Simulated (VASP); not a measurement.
# PbO2 (Fm-3m) in VASP: notebook, part 2 of 2

VASP 6.6.1. Earlier steps stand in the parts before.

## 3. Single point, PBE (volume scaled by 1.02)

File INCAR:

```
  PREC = Accurate
  ENCUT = 520
  EDIFF = 1E-6
  ISMEAR = -1
  SIGMA = 0.05
  LREAL = False
  LASPH = True
  NELM = 60
  ALGO = Normal
  ISIF = 2
  LWAVE = False
  LCHARG = False
  GGA = PE
  NBANDS = 20
```

File KPOINTS:

```
Automatic mesh
0
Gamma
  9 9 9
```

File POSCAR:

```
PbO2
1.0
    0.0000000000      2.7198865082      2.7198865082
    2.7198865082      0.0000000000      2.7198865082
    2.7198865082      2.7198865082      0.0000000000
Pb O
1 2
Direct
    0.0000000000      0.0000000000      0.0000000000
    0.7500000000      0.7500000000      0.7500000000
    0.2500000000      0.2500000000      0.2500000000
```

Potentials or basis: VASP PAW PBE potentials, release 64 (Pb_d, O).

On the command line:

```
$ cat potpaw_PBE.64/Pb_d/POTCAR potpaw_PBE.64/O/POTCAR > POTCAR
$ mpirun -np 1 vasp_std > vasp.out
```

OUTCAR:

```text
PREC = Accurate
   ENCUT = 520
   EDIFF = 1E-6
   ISMEAR = -1
   LREAL = False
   LASPH = True
   NELM = 60
   ISIF = 2
   GGA = PE

 ion  position               nearest neighbor table
   1  0.000  0.000  0.000-   2 2.36   2 2.36   2 2.36   2 2.36   3 2.36   3 2.36   3 2.36   3 2.36

   2  0.750  0.750  0.750-   1 2.36   1 2.36   1 2.36   1 2.36
   3  0.250  0.250  0.250-   1 2.36   1 2.36   1 2.36   1 2.36

  LATTYP: Found a face centered cubic cell.
 ALAT       =     5.4397730164

  Lattice vectors:

 A1 = (   0.0000000000,   2.7198865082,   2.7198865082)
 A2 = (   2.7198865082,   0.0000000000,   2.7198865082)
 A3 = (   2.7198865082,   2.7198865082,   0.0000000000)

Analysis of symmetry for initial positions (statically):
=====================================================================
 Subroutine PRICEL returns:
 Original cell was already a primitive cell.

 Routine SETGRP: Setting up the symmetry group for a
 face centered cubic supercell.

 Subroutine GETGRP returns: Found 48 space group operations
 (whereof 48 operations were pure point group operations)
 out of a pool of 48 trial point group operations.

The static configuration has the point symmetry O_h .

Analysis of symmetry for dynamics (positions and initial velocities):
=====================================================================
 Subroutine PRICEL returns:
 Original cell was already a primitive cell.

 Routine SETGRP: Setting up the symmetry group for a
 face centered cubic supercell.

 Subroutine GETGRP returns: Found 48 space group operations
 (whereof 48 operations were pure point group operations)
 out of a pool of 48 trial point group operations.

The dynamic configuration has the point symmetry O_h .

 Subroutine INISYM returns: Found 48 space group operations
 (whereof 48 operations are pure point group operations),
 and found     1 'primitive' translations

----------------------------------------------------------------------------------------

                                     Primitive cell

  volume of cell :      40.2423

  direct lattice vectors                    reciprocal lattice vectors
     0.000000000  2.719886508  2.719886508    -0.183831200  0.183831200  0.183831200
     2.719886508  0.000000000  2.719886508     0.183831200 -0.183831200  0.183831200
     2.719886508  2.719886508  0.000000000     0.183831200  0.183831200 -0.183831200

  length of vectors
     3.846500388  3.846500388  3.846500388     0.318404978  0.318404978  0.318404978

  position of ions in fractional coordinates (direct lattice)
     0.000000000  0.000000000  0.000000000
     0.750000000  0.750000000  0.750000000
     0.250000000  0.250000000  0.250000000

  ion indices of the primitive-cell ions
   primitive index   ion index
                 1           1
                 2           2
                 3           3

----------------------------------------------------------------------------------------

 KPOINTS: Automatic mesh

Automatic generation of k-mesh.
 Grid dimensions read from file:
 generate k-points for:    9    9    9

 Generating k-lattice:

  Cartesian coordinates                     Fractional coordinates (reciprocal lattice)
    -0.020425689  0.020425689  0.020425689     0.111111111  0.000000000  0.000000000
     0.020425689 -0.020425689  0.020425689     0.000000000  0.111111111  0.000000000
     0.020425689  0.020425689 -0.020425689     0.000000000  0.000000000  0.111111111

  Length of vectors
     0.035378331  0.035378331  0.035378331

  Shift w.r.t. Gamma in fractional coordinates (k-lattice)
     0.000000000  0.000000000  0.000000000

 Subroutine IBZKPT returns following result:
 ===========================================

 Found     35 irreducible k-points:

 Following reciprocal coordinates:
            Coordinates               Weight
  0.000000  0.000000  0.000000      1.000000
  0.111111  0.000000  0.000000      8.000000
  0.222222  0.000000  0.000000      8.000000
  0.333333  0.000000  0.000000      8.000000
  0.444444  0.000000  0.000000      8.000000
  0.111111  0.111111  0.000000      6.000000
[... 16 lines left out ...]
 -0.333333  0.333333  0.000000     12.000000
  0.444444  0.444444  0.000000      6.000000
 [... further k-points ...]
   k-points           NKPTS =     35   k-points in BZ     NKDIM =     35   number of bands    NBANDS=     20
   number of dos      NEDOS =    301   number of ions     NIONS =      3
   total plane-waves  NPLWV =  27000
   dimension x,y,z NGX =    30 NGY =   30 NGZ =   30
   dimension x,y,z NGXF=    60 NGYF=   60 NGZF=   60
   ions per type =               1   2
   NGX,Y,Z   is equivalent  to a cutoff of  12.97, 12.97, 12.97 a.u.
   NGXF,Y,Z  is equivalent  to a cutoff of  25.93, 25.93, 25.93 a.u.
 SYSTEM =  unknown system
   PREC   = accura    normal or accurate (medium, high low for compatibility)
   ISTART =      0    job   : 0-new  1-cont  2-samecut
   ICHARG =      2    charge: 1-file 2-atom 10-const
   ISPIN  =      1    spin polarized calculation?
   LNONCOLLINEAR =      F non collinear calculations
   LSORBIT =      F    spin-orbit coupling
   LASPH  =      T    aspherical Exc in radial PAW
   ENCUT  =  520.0 eV  38.22 Ry    6.18 a.u.   7.15  7.15  7.15*2*pi/ulx,y,z
   NELM   =     60;   NELMIN=  2; NELMDL= -5     # of ELM steps
   EDIFF  = 0.1E-05   stopping-criterion for ELM
   LREAL  =      F    real-space projection
   EDIFFG = 0.1E-04   stopping-criterion for IOM
   NSW    =      0    number of steps for IOM
   IBRION =     -1    ionic relax: 0-MD 1-quasi-New 2-CG
   NFREE  =      0    steps in history (QN), initial steepest desc. (CG)
   ISIF   =      2    stress and relaxation
   ISYM   =      2    0-nonsym 1-usesym 2-fastsym
   POTIM  = 0.5000    time-step for ionic-motion
   TEBEG  =    0.0;   TEEND  =   0.0 temperature during run
   PSTRESS=    0.0 pullay stress
   NELECT =      26.0000    total number of electrons
   NUPDOWN=      -1.0000    fix difference up-down
   EMIN   =  10.00;   EMAX   =-10.00  energy-range for DOS
   EFERMI =   0.00;   METHOD = LEGACY
   ISMEAR =    -1;   SIGMA  =   0.05  broadening in eV -4-tet -1-fermi 0-gaus
   EFERMI_NEDOS =   21; number of points for ismear=-14 and -15
   IALGO  =     38    algorithm
   IMIX   =      4    mixing-type and parameters
     AMIX     =   0.40;   BMIX     =  1.00
     AMIX_MAG =   1.60;   BMIX_MAG =  1.00
  volume/ion in A,a.u.               =      13.41        90.52
  Fermi-wavevector in a.u.,A,eV,Ry     =   1.415267  2.674468 27.252222  2.002982
  Thomas-Fermi vector in A             =   2.536724
   LORBIT       =      0    0 simple, 1 ext, 2 COOP (PROOUT), +10 PAW based schemes
   GGA     = PE    functional components
   LHFCALC =     F    Hartree Fock is set to
   AEXX    =    0.0000 exact exchange contribution
   IVDW    =     0    specifies the selected vdW correction
   LEPSILON=     F    determine dielectric tensor
   LRPA    =     F    only Hartree local field effects (RPA)
 non-spin polarized calculation
  energy-cutoff  :      520.00
  volume of cell :       40.24
 maximum number of plane-waves:      1094
 NGX is ok and might be reduce to    30
   NGX = 15   NGY = 15   NGZ = 15

 number of electron      25.9999994 magnetization

 Free energy of the ion-electron system (eV)
  ---------------------------------------------------
  ext. energy  EPLUGINS =         0.00000000
  ---------------------------------------------------
  free energy    TOTEN  =       -15.61193396 eV

  energy without entropy =      -15.60594949  energy(sigma->0) =      -15.60894173

 E-fermi :   5.3762     XC(G=0): -11.0370

 val. band max:        5.3257254260   @ k =  -0.3333   0.4444   0.2222
 cond. band min:       5.8257112800   @ k =  -0.1111   0.1111   0.0000
 fundamental gap:      0.4999858541
 Fermi energy:         5.3762190844

 k-point     1 :       0.0000    0.0000    0.0000
  band No.  band energies     occupation
      1     -12.9690      2.00000
      2     -10.2817      2.00000
      3     -10.2758      2.00000
      4     -10.2758      2.00000
      5     -10.2758      2.00000
      6     -10.0639      2.00000
[... 12 lines left out ...]
     19      20.8584      0.00000
     20      20.8584      0.00000

 k-point     2 :       0.1111    0.0000    0.0000
  band No.  band energies     occupation
      1     -12.8743      2.00000
      2     -10.8535      2.00000
      3     -10.2623      2.00000
      4     -10.2623      2.00000
      5     -10.0647      2.00000
      6     -10.0647      2.00000
[... 498 lines left out ...]
 k-point    24 :       0.4444    0.4444    0.0000
  band No.  band energies     occupation
      1     -12.2009      2.00000
      2     -11.6851      2.00000
      3     -10.1709      2.00000
      4     -10.0504      2.00000
      5     -10.0504      2.00000
      6     -10.0058      2.00000
[... 12 lines left out ...]
     19      21.5186      0.00000
     20      22.1280      0.00000

 [... further k-points ...]
[... 5 lines left out ...]
  --------------------------------------------------------------------------------------
  -------------------------------------------------------------------------------------
  Total       -0.4987335     -0.4987335     -0.4987335      0.0000000      0.0000000      0.0000000
  in kB      -19.8562291    -19.8562291    -19.8562291      0.0000000      0.0000000      0.0000000
  external PRESSURE =     -19.8562291 kB  Pullay stress =       0.0000000 kB

 VOLUME and BASIS-vectors are now :
 -----------------------------------------------------------------------------
  energy-cutoff  :      520.00
  volume of cell :       40.24
      direct lattice vectors                 reciprocal lattice vectors
     0.000000000  2.719886508  2.719886508    -0.183831200  0.183831200  0.183831200
     2.719886508  0.000000000  2.719886508     0.183831200 -0.183831200  0.183831200
     2.719886508  2.719886508  0.000000000     0.183831200  0.183831200 -0.183831200

 POSITION                                       TOTAL-FORCE (eV/Angst)
 -----------------------------------------------------------------------------------
      0.00000      0.00000      0.00000         0.000000      0.000000      0.000000
      4.07983      4.07983      4.07983        -0.000000     -0.000000     -0.000000
      1.35994      1.35994      1.35994         0.000000      0.000000      0.000000
 -----------------------------------------------------------------------------------
    total drift:                                0.000000     -0.000000      0.000000

  FREE ENERGIE OF THE ION-ELECTRON SYSTEM (eV)
  ---------------------------------------------------
  free  energy   TOTEN  =       -15.6119339621 eV

  energy  without entropy=      -15.6059494923  energy(sigma->0) =      -15.60894173
```

OSZICAR:

```text
N       E                     dE             d eps       ncg     rms          rms(c)
DAV:   1     0.264387078367E+03    0.26439E+03   -0.13644E+04  1420   0.158E+03
DAV:   2     0.646276595792E+01   -0.25792E+03   -0.24538E+03  1508   0.423E+02
DAV:   3    -0.175908850259E+02   -0.24054E+02   -0.23539E+02  1668   0.132E+02
DAV:   4    -0.182862703321E+02   -0.69539E+00   -0.69446E+00  1596   0.227E+01
DAV:   5    -0.183073066540E+02   -0.21036E-01   -0.21035E-01  1852   0.417E+00    0.949E+00
DAV:   6    -0.156415111775E+02    0.26658E+01   -0.11441E+01  2108   0.403E+01    0.306E+00
DAV:   7    -0.156192916787E+02    0.22219E-01   -0.58207E-01  1572   0.829E+00    0.171E+00
DAV:   8    -0.156226703056E+02   -0.33786E-02   -0.18675E-01  1520   0.410E+00    0.877E-01
DAV:   9    -0.156112185523E+02    0.11452E-01   -0.30730E-02  1992   0.201E+00    0.177E-01
DAV:  10    -0.156119272484E+02   -0.70870E-03   -0.57369E-03  1488   0.517E-01    0.798E-02
DAV:  11    -0.156119313692E+02   -0.41207E-05   -0.20651E-04  1636   0.115E-01    0.335E-02
DAV:  12    -0.156119343151E+02   -0.29459E-05   -0.41078E-05  1548   0.478E-02    0.118E-02
DAV:  13    -0.156119339621E+02    0.35298E-06   -0.84284E-06  1560   0.228E-02
   1 F= -.15611934E+02 E0= -.15608942E+02  d E =-.598447E-02
```

Wall time 24 s (1 thread of AMD EPYC 7R43 (Zen 3), shared host); peak memory 0.14 GiB.

Results:

- Free energy: -15.6119 eV
- Pressure: -2.0 GPa
- Band gap on the k mesh: zero (band 13 reaches 5.33 eV, above the bottom of band 14 at 4.22 eV)

Caveat: spin-orbit coupling is left out, which moves the levels of the heavy elements.

## 4. Single point, PBE (volume scaled by 1.04)

File INCAR:

```
SYSTEM = PbO2
PREC = Accurate
ENCUT = 520
EDIFF = 1E-6
ISMEAR = -1
SIGMA = 0.05
LREAL = .FALSE.
LASPH = .TRUE.
NELM = 100
ALGO = Normal
ISIF = 2
LWAVE = .FALSE.
LCHARG = .FALSE.
GGA = PE
NBANDS = 20
```

File KPOINTS:

```
regular mesh
0
G
  9 9 9
  0 0 0
```

File POSCAR:

```
PbO2
1.0
    0.0000000000      2.7375486038      2.7375486038
    2.7375486038      0.0000000000      2.7375486038
    2.7375486038      2.7375486038      0.0000000000
Pb O
1 2
Direct
    0.0000000000      0.0000000000      0.0000000000
    0.7500000000      0.7500000000      0.7500000000
    0.2500000000      0.2500000000      0.2500000000
```

On the command line:

```
$ cat potpaw_PBE.64/Pb_d/POTCAR potpaw_PBE.64/O/POTCAR > POTCAR
$ mpirun -np 1 vasp_std > vasp.out
```

Run time: 23 s. Hardware: 1 thread of AMD EPYC 7R43 (Zen 3), shared host; peak memory 0.14 GiB.

The run converged. Its results:

* Free energy: -15.5975 eV
* Pressure: -4.3 GPa
* Band gap on the k mesh: zero (band 13 reaches 5.09 eV, above the bottom of band 14 at 4.01 eV)

Levels at points of the mesh, in eV from the Fermi level:
| k point | band 11 | band 12 | band 13 | band 14 | band 15 | band 16 |
| --- | --- | --- | --- | --- | --- | --- |
| (0.00, 0.00, 0.00) | -1.90 | -1.12 | -1.12 | -1.12 | 6.88 | 6.88 |

Caveat: spin-orbit coupling is left out, which moves the levels of the heavy elements.

## 5. Overview

| cell | gap on the mesh (eV) | pressure (GPa) |
| --- | --- | --- |
| a = 3.821 Å, angles 60.0°, 3 atoms | none | 0.6 |
| a = 3.847 Å, angles 60.0°, 3 atoms | none | -2.0 |
| a = 3.871 Å, angles 60.0°, 3 atoms | none | -4.3 |

Alike in all rows: task single point; level PBE; potentials or basis VASP PAW PBE potentials, release 64 (Pb_d, O); no spin polarisation; k mesh 9 × 9 × 9; cutoff (eV) 520; smearing fermi-dirac 0.05 eV.

Caveats: spin-orbit coupling is left out, which moves the levels of the heavy elements.

Absolute energies hang on the potentials; compare differences alone.
